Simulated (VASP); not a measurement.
# Li27HN in VASP: single point with PBE

Aim: the single point of Li27HN with PBE.

Program: VASP 6.6.1. These are calculated values, not measurements. Logs are shortened: lines on timing, memory, paths and dates and some standing lists are left out, and cuts for length are marked.

## Step 1: The cell of the first run

The cell holds a slab with vacuum, 29 atoms: a = 10.470 Å, b = 10.470 Å, c = 16.490 Å, α = 90.00°, β = 90.00°, γ = 90.00°.

## Step 2: Single point, PBE

The input, INCAR:

```
ALGO     = Normal         # electronic algorithm
EDIFF    = 1E-7           # SCF threshold, eV
ENCUT    = 520            # plane-wave cutoff, eV
GGA      = PE             # functional
ISIF     = 2              # what is computed and relaxed
ISMEAR   = 0              # smearing method
LASPH    = T              # aspherical terms in the spheres
LCHARG   = F              # write CHGCAR
LREAL    = Auto         
LWAVE    = F              # write WAVECAR
NBANDS   = 64             # bands
NELM     = 60             # most SCF steps
PREC     = Accurate       # precision mode
SIGMA    = 0.15           # smearing width, eV
```

The input, KPOINTS:

```
k-points
0
Gamma
  2 2 1
```

The input, POSCAR:

```
Li27HN
1.0
   10.4700000000      0.0000000000      0.0000000000
    0.0000000000     10.4700000000      0.0000000000
    0.0000000000      0.0000000000     16.4900000000
Li N H
27 1 1
Direct
    0.0000000000      0.0000000000      0.0606428138
    0.3333333333      0.0000000000      0.0606428138
    0.6666666667      0.0000000000      0.0606428138
    0.0000000000      0.3333333333      0.0606428138
    0.3333333333      0.3333333333      0.0606428138
    0.6666666667      0.3333333333      0.0606428138
    0.0000000000      0.6666666667      0.0606428138
    0.3333333333      0.6666666667      0.0606428138
    0.6666666667      0.6666666667      0.0606428138
    0.1713037249      0.1547322827      0.1626539115
    0.4989640879      0.1600808023      0.1614585810
    0.8300406877      0.1555287488      0.1634904184
    0.1430403056      0.5001723018      0.1888658581
    0.4991986628      0.5001644699      0.1638351728
    0.8641621777      0.5005886342      0.1927075804
    0.1706296084      0.8445331423      0.1627633111
    0.4987144222      0.8401425024      0.1613219527
    0.8302332378      0.8436186246      0.1637374166
    0.0014278892     -0.0003018147      0.2694158884
    0.3366082139     -0.0003861509      0.2714686477
    0.6612823305     -0.0000209169      0.2707105518
    0.0047374403      0.3170893028      0.2682654942
    0.3453512894      0.3237233047      0.2665419042
    0.6529631328      0.3244471824      0.2655594906
    0.0047597899      0.6820483286      0.2696764099
    0.3448943649      0.6764834766      0.2665355973
    0.6516372493      0.6764372493      0.2658967859
    1.0067582617      0.4995872970      0.2663893875
    1.0084408787      0.4985504298      0.3291871437
```

Potentials or basis: VASP PAW PBE potentials, release 64 (Li_sv, N, H).

Launch:

```bash
cat potpaw_PBE.64/Li_sv/POTCAR potpaw_PBE.64/N/POTCAR potpaw_PBE.64/H/POTCAR > POTCAR
mpirun -np 1 vasp_std > vasp.out
```

OUTCAR:

```text
EDIFF = 1E-7
   ENCUT = 520
   GGA = PE
   ISIF = 2
   ISMEAR = 0
   LASPH = T
   LREAL = Auto
   NELM = 60
   PREC = Accurate

 ion  position               nearest neighbor table
   1  0.000  0.000  0.061-
   2  0.333  0.000  0.061-
   3  0.667  0.000  0.061-
   4  0.000  0.333  0.061-
   5  0.333  0.333  0.061-
   6  0.667  0.333  0.061-
   7  0.000  0.667  0.061-
   8  0.333  0.667  0.061-
   9  0.667  0.667  0.061-
  10  0.171  0.155  0.163-
  11  0.499  0.160  0.161-
  12  0.830  0.156  0.163-
  13  0.143  0.500  0.189-  28 1.92
  14  0.499  0.500  0.164-
  15  0.864  0.501  0.193-  28 1.92
  16  0.171  0.845  0.163-
  17  0.499  0.840  0.161-
  18  0.830  0.844  0.164-
  19  0.001  1.000  0.269-
  20  0.337  1.000  0.271-
  21  0.661  1.000  0.271-
  22  0.005  0.317  0.268-  28 1.91
  23  0.345  0.324  0.267-
  24  0.653  0.324  0.266-
  25  0.005  0.682  0.270-  28 1.91
  26  0.345  0.676  0.267-
  27  0.652  0.676  0.266-
  28  0.007  0.500  0.266-  29 1.04  22 1.91  25 1.91  13 1.92  15 1.92
  29  0.008  0.499  0.329-  28 1.04

  LATTYP: Found a simple tetragonal cell.
 ALAT       =    10.4700000000
 C/A-ratio  =     1.5749761223

  Lattice vectors:

 A1 = (  10.4700000000,   0.0000000000,   0.0000000000)
 A2 = (   0.0000000000,  10.4700000000,   0.0000000000)
 A3 = (   0.0000000000,   0.0000000000,  16.4900000000)

Analysis of symmetry for initial positions (statically):
=====================================================================
 Subroutine PRICEL returns:
 Original cell was already a primitive cell.

 Routine SETGRP: Setting up the symmetry group for a
 simple tetragonal supercell.

 Subroutine GETGRP returns: Found  1 space group operations
 (whereof  1 operations were pure point group operations)
 out of a pool of 16 trial point group operations.

The static configuration has the point symmetry C_1 .

Analysis of symmetry for dynamics (positions and initial velocities):
=====================================================================
 Subroutine PRICEL returns:
 Original cell was already a primitive cell.

 Routine SETGRP: Setting up the symmetry group for a
 simple tetragonal supercell.

 Subroutine GETGRP returns: Found  1 space group operations
 (whereof  1 operations were pure point group operations)
 out of a pool of 16 trial point group operations.

The dynamic configuration has the point symmetry C_1 .

 Subroutine INISYM returns: Found  1 space group operations
 (whereof  1 operations are pure point group operations),
 and found     1 'primitive' translations

----------------------------------------------------------------------------------------

                                     Primitive cell

  volume of cell :    1807.6486

  direct lattice vectors                    reciprocal lattice vectors
    10.470000000  0.000000000  0.000000000     0.095510984  0.000000000  0.000000000
     0.000000000 10.470000000  0.000000000     0.000000000  0.095510984  0.000000000
     0.000000000  0.000000000 16.490000000     0.000000000  0.000000000  0.060642814

  length of vectors
    10.470000000 10.470000000 16.490000000     0.095510984  0.095510984  0.060642814

  position of ions in fractional coordinates (direct lattice)
     0.000000000  0.000000000  0.060642814
     0.333333333  0.000000000  0.060642814
     0.666666667  0.000000000  0.060642814
     0.000000000  0.333333333  0.060642814
     0.333333333  0.333333333  0.060642814
     0.666666667  0.333333333  0.060642814
[... 21 lines left out ...]
     0.006758262  0.499587297  0.266389387
     0.008440879  0.498550430  0.329187144

  ion indices of the primitive-cell ions
   primitive index   ion index
                 1           1
                 2           2
                 3           3
                 4           4
                 5           5
                 6           6
[... 21 lines left out ...]
                28          28
                29          29

----------------------------------------------------------------------------------------

 KPOINTS: k-points

Automatic generation of k-mesh.
 Grid dimensions read from file:
 generate k-points for:    2    2    1

 Generating k-lattice:

  Cartesian coordinates                     Fractional coordinates (reciprocal lattice)
     0.047755492  0.000000000  0.000000000     0.500000000  0.000000000  0.000000000
     0.000000000  0.047755492  0.000000000     0.000000000  0.500000000  0.000000000
     0.000000000  0.000000000  0.060642814     0.000000000  0.000000000  1.000000000

  Length of vectors
     0.047755492  0.047755492  0.060642814

  Shift w.r.t. Gamma in fractional coordinates (k-lattice)
     0.000000000  0.000000000  0.000000000

 Subroutine IBZKPT returns following result:
 ===========================================

 Found      4 irreducible k-points:

 Following reciprocal coordinates:
            Coordinates               Weight
  0.000000  0.000000  0.000000      1.000000
  0.500000  0.000000  0.000000      1.000000
  0.000000  0.500000  0.000000      1.000000
  0.500000  0.500000  0.000000      1.000000
   k-points           NKPTS =      4   k-points in BZ     NKDIM =      4   number of bands    NBANDS=     64
   number of dos      NEDOS =    301   number of ions     NIONS =     29
   total plane-waves  NPLWV = 806400
   dimension x,y,z NGX =    80 NGY =   80 NGZ =  126
   dimension x,y,z NGXF=   160 NGYF=  160 NGZF=  252
   ions per type =              27   1   1
   NGX,Y,Z   is equivalent  to a cutoff of  12.70, 12.70, 12.70 a.u.
   NGXF,Y,Z  is equivalent  to a cutoff of  25.41, 25.41, 25.41 a.u.
 SYSTEM =  unknown system
   PREC   = accura    normal or accurate (medium, high low for compatibility)
   ISTART =      0    job   : 0-new  1-cont  2-samecut
   ICHARG =      2    charge: 1-file 2-atom 10-const
   ISPIN  =      1    spin polarized calculation?
   LNONCOLLINEAR =      F non collinear calculations
   LSORBIT =      F    spin-orbit coupling
   LASPH  =      T    aspherical Exc in radial PAW
   ENCUT  =  520.0 eV  38.22 Ry    6.18 a.u.  19.47 19.47 30.66*2*pi/ulx,y,z
   NELM   =     60;   NELMIN=  2; NELMDL= -5     # of ELM steps
   EDIFF  = 0.1E-06   stopping-criterion for ELM
   LREAL  =      T    real-space projection
   EDIFFG = 0.1E-05   stopping-criterion for IOM
   NSW    =      0    number of steps for IOM
   IBRION =     -1    ionic relax: 0-MD 1-quasi-New 2-CG
   NFREE  =      0    steps in history (QN), initial steepest desc. (CG)
   ISIF   =      2    stress and relaxation
   ISYM   =      2    0-nonsym 1-usesym 2-fastsym
   POTIM  = 0.5000    time-step for ionic-motion
   TEBEG  =    0.0;   TEEND  =   0.0 temperature during run
   PSTRESS=    0.0 pullay stress
   NELECT =      87.0000    total number of electrons
   NUPDOWN=      -1.0000    fix difference up-down
   EMIN   =  10.00;   EMAX   =-10.00  energy-range for DOS
   EFERMI =   0.00;   METHOD = LEGACY
   ISMEAR =     0;   SIGMA  =   0.15  broadening in eV -4-tet -1-fermi 0-gaus
   EFERMI_NEDOS =   21; number of points for ismear=-14 and -15
   IALGO  =     38    algorithm
   IMIX   =      4    mixing-type and parameters
     AMIX     =   0.40;   BMIX     =  1.00
     AMIX_MAG =   1.60;   BMIX_MAG =  1.00
  volume/ion in A,a.u.               =      62.33       420.64
  Fermi-wavevector in a.u.,A,eV,Ry     =   0.595493  1.125318  4.824786  0.354612
  Thomas-Fermi vector in A             =   1.645478
   LORBIT       =      0    0 simple, 1 ext, 2 COOP (PROOUT), +10 PAW based schemes
   GGA     = PE    functional components
   LHFCALC =     F    Hartree Fock is set to
   AEXX    =    0.0000 exact exchange contribution
   IVDW    =     0    specifies the selected vdW correction
   LEPSILON=     F    determine dielectric tensor
   LRPA    =     F    only Hartree local field effects (RPA)
 non-spin polarized calculation
 Gauss-broadening in eV      SIGMA  =   0.15
  energy-cutoff  :      520.00
  volume of cell :     1807.65
 maximum number of plane-waves:     48725
 NGX is ok and might be reduce to    80
   NGX = 39   NGY = 39   NGZ = 61

 number of electron      86.9999950 magnetization

 Free energy of the ion-electron system (eV)
  ---------------------------------------------------
  ext. energy  EPLUGINS =         0.00000000
  ---------------------------------------------------
  free energy    TOTEN  =       -58.38378971 eV

  energy without entropy =      -58.20721360  energy(sigma->0) =      -58.29550165

 E-fermi :  -1.6901     XC(G=0):  -3.2373

 val. band max:       -1.7326806018   @ k =   0.5000   0.5000   0.0000
 cond. band min:      -1.6858202603   @ k =   0.5000   0.0000   0.0000
 fundamental gap:      0.0468603415
 Fermi energy:        -1.6900880428

 k-point     1 :       0.0000    0.0000    0.0000
  band No.  band energies     occupation
      1     -49.2173      2.00000
      2     -49.2129      2.00000
      3     -49.0801      2.00000
      4     -49.0746      2.00000
      5     -49.0722      2.00000
      6     -49.0680      2.00000
[... 47 lines left out ...]
     54      -0.3603      0.00000
     55      -0.0632      0.00000

 k-point     2 :       0.5000    0.0000    0.0000
  band No.  band energies     occupation
      1     -49.2173      2.00000
      2     -49.2129      2.00000
      3     -49.0801      2.00000
      4     -49.0746      2.00000
      5     -49.0722      2.00000
      6     -49.0680      2.00000
[... 47 lines left out ...]
     54      -0.4489      0.00000
     55      -0.2050      0.00000

 k-point     3 :       0.0000    0.5000    0.0000
  band No.  band energies     occupation
      1     -49.2173      2.00000
      2     -49.2129      2.00000
      3     -49.0801      2.00000
      4     -49.0746      2.00000
      5     -49.0722      2.00000
      6     -49.0680      2.00000
[... 47 lines left out ...]
     54      -0.5082      0.00000
     55      -0.1192      0.00000

 k-point     4 :       0.5000    0.5000    0.0000
  band No.  band energies     occupation
      1     -49.2173      2.00000
      2     -49.2129      2.00000
      3     -49.0801      2.00000
      4     -49.0746      2.00000
      5     -49.0722      2.00000
      6     -49.0680      2.00000
[... 47 lines left out ...]
     54      -0.7269      0.00000
     55      -0.4964      0.00000
 [bands above 55 left out]

------------------------ aborting loop because EDIFF is reached ----------------------------------------

  FORCE on cell =-STRESS in cart. coord.  units (eV):
  Direction    XX          YY          ZZ          XY          YZ          ZX
  --------------------------------------------------------------------------------------
  -------------------------------------------------------------------------------------
  Total       -6.9943163     -5.5913244     -0.2460135      0.0000355      0.0158137     -0.0415194
  in kB       -6.1992883     -4.9557713     -0.2180497      0.0000315      0.0140162     -0.0368000
  external PRESSURE =      -3.7910364 kB  Pullay stress =       0.0000000 kB

 VOLUME and BASIS-vectors are now :
 -----------------------------------------------------------------------------
  energy-cutoff  :      520.00
  volume of cell :     1807.65
      direct lattice vectors                 reciprocal lattice vectors
    10.470000000  0.000000000  0.000000000     0.095510984  0.000000000  0.000000000
     0.000000000 10.470000000  0.000000000     0.000000000  0.095510984  0.000000000
     0.000000000  0.000000000 16.490000000     0.000000000  0.000000000  0.060642814

 POSITION                                       TOTAL-FORCE (eV/Angst)
 -----------------------------------------------------------------------------------
      0.00000      0.00000      1.00000        -0.003763     -0.000415     -0.056422
      3.49000      0.00000      1.00000         0.053381     -0.001705     -0.150964
      6.98000      0.00000      1.00000        -0.047042     -0.002200     -0.120893
      0.00000      3.49000      1.00000         0.001418     -0.101808     -0.038193
      3.49000      3.49000      1.00000        -0.039305      0.030362      0.085367
      6.98000      3.49000      1.00000         0.044085      0.030848      0.103117
[... 21 lines left out ...]
      0.07076      5.23068      4.39276        -0.007389      0.000385      0.003319
      0.08838      5.21982      5.42830        -0.005563      0.003898      0.023514
 -----------------------------------------------------------------------------------
    total drift:                               -0.003343     -0.007259     -0.002112

  FREE ENERGIE OF THE ION-ELECTRON SYSTEM (eV)
  ---------------------------------------------------
  free  energy   TOTEN  =       -58.3837897081 eV

  energy  without entropy=      -58.2072135999  energy(sigma->0) =      -58.29550165
```

Run time: 34 min. Hardware: 1 thread of Oxide Virtual Turin-like, shared host; peak memory 1.6 GiB.

Results:

| Quantity | Value |
| --- | --- |
| Free energy | -58.3838 eV |
| Largest force | 0.160 eV/Å |
| Band gap on the k mesh | zero (an odd number of electrons rules out a gap without spin polarisation) |

Forces in eV/Å, atoms in the order of the input:
```
Li  -0.004  0.000 -0.056
Li   0.053 -0.002 -0.151
Li  -0.047 -0.002 -0.121
Li   0.001 -0.102 -0.038
Li  -0.039  0.030  0.085
Li   0.044  0.031  0.103
Li   0.002  0.103 -0.043
Li  -0.040 -0.029  0.084
Li   0.044 -0.030  0.103
Li   0.002 -0.002  0.002
Li   0.000  0.000  0.000
Li  -0.004 -0.002  0.004
Li   0.011  0.000 -0.009
Li   0.001  0.000 -0.002
Li  -0.017  0.000 -0.018
Li   0.006  0.004  0.000
Li   0.002 -0.001  0.000
Li  -0.005  0.001  0.004
Li  -0.004  0.002  0.005
Li   0.001  0.000  0.000
Li   0.004  0.000  0.001
Li  -0.005 -0.025  0.004
Li   0.001  0.000  0.004
Li   0.001  0.001  0.003
Li  -0.003  0.026  0.000
Li   0.003 -0.002  0.005
Li   0.004 -0.006  0.004
N   -0.007  0.000  0.003
H   -0.006  0.004  0.024
```

Caveat: the cutoff is under 1.25 times the usual one of these potentials, so pressure, stress and relaxed cells hold a basis-set (Pulay) error; there is no dipole correction, which matters where the two faces differ.

The gap in the log of VASP goes by the Fermi energy; the results here count the filled bands.